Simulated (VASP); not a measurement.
Wanted: the native input for a VASP 6.6.1 run.

* Task: relaxation of cell and atoms
* Functional: LDA
* Potentials or basis: VASP PAW LDA potentials, release 64 (Pd)
* Cutoff: 600 eV
* k mesh: 8 × 8 × 5
* Occupations: gaussian, width 0.05 eV
* Spin: no spin polarisation
* Target pressure: 40 GPa
* Dipole correction: no
* Further INCAR settings: ALGO = Normal; EDIFF = 1e-07; IBRION = 2; EDIFFG = -0.01; NSW = 60; ISIF = 3

The structure of Pd lies in POSCAR:

```
Pd
1.0
    2.7500000000      0.0000000000      0.0000000000
   -1.3750000000      2.3815698604      0.0000000000
    0.0000000000      0.0000000000      4.4907500000
Pd
2
Direct
    0.3333333333      0.6666666667      0.2500000000
    0.6666666667      0.3333333333      0.7500000000
```

This isn't the form of Pd at room conditions, which is fcc.

One way to write it, as run:

INCAR

```
SYSTEM = Pd
ALGO     = Normal         ! electronic algorithm
EDIFF    = 1E-7           ! SCF threshold, eV
EDIFFG   = -0.01          ! ionic threshold
ENCUT    = 600            ! plane-wave cutoff, eV
GGA      = CA             ! functional
IBRION   = 2              ! ionic algorithm
ISIF     = 3              ! what is computed and relaxed
ISMEAR   = 0              ! smearing method
LASPH    = .True.         ! aspherical terms in the spheres
LCHARG   = .False.        ! write CHGCAR
LREAL    = .False.        ! projectors in reciprocal space
LWAVE    = .False.        ! write WAVECAR
NELM     = 60             ! most SCF steps
NSW      = 60             ! ionic steps
PREC     = Accurate       ! precision mode
PSTRESS  = 400.0        
SIGMA    = 0.05           ! smearing width, eV
```

KPOINTS

```
k-points
0
Gamma
  8 8 5
  0 0 0
```

Potentials or basis: VASP PAW LDA potentials, release 64 (Pd).

Launch:

```bash
$ cat potpaw_LDA.64/Pd/POTCAR > POTCAR
$ mpirun -np 1 vasp_std > vasp.out
```

It gave:

| Property | Result |
| --- | --- |
| Relaxed volume | 12.53 Å³/atom |
| Relaxed cell | a = 2.585 Å, b = 2.585 Å, c = 4.330 Å, α = 90.00°, β = 90.00°, γ = 120.00° |
| Space group after relaxing (to 0.1 Å) | P6_3/mmc (No. 194) |
| Energy change on relaxing (the run minimises the enthalpy) | +169.5 meV/atom |
| Ionic steps | 10 |
| Pressure after relaxing | 40.0 GPa |
| Band gap on the k mesh | zero (bands 10 and 11 overlap by 0.99 eV) |

Caveat: the cell is relaxed towards a set pressure, so the run minimises the enthalpy, not the energy.

Run time: 66 s on 1 thread of Intel(R) Xeon(R) Platinum 8559C (Emerald Rapids) (shared host), peak memory 0.15 GiB.
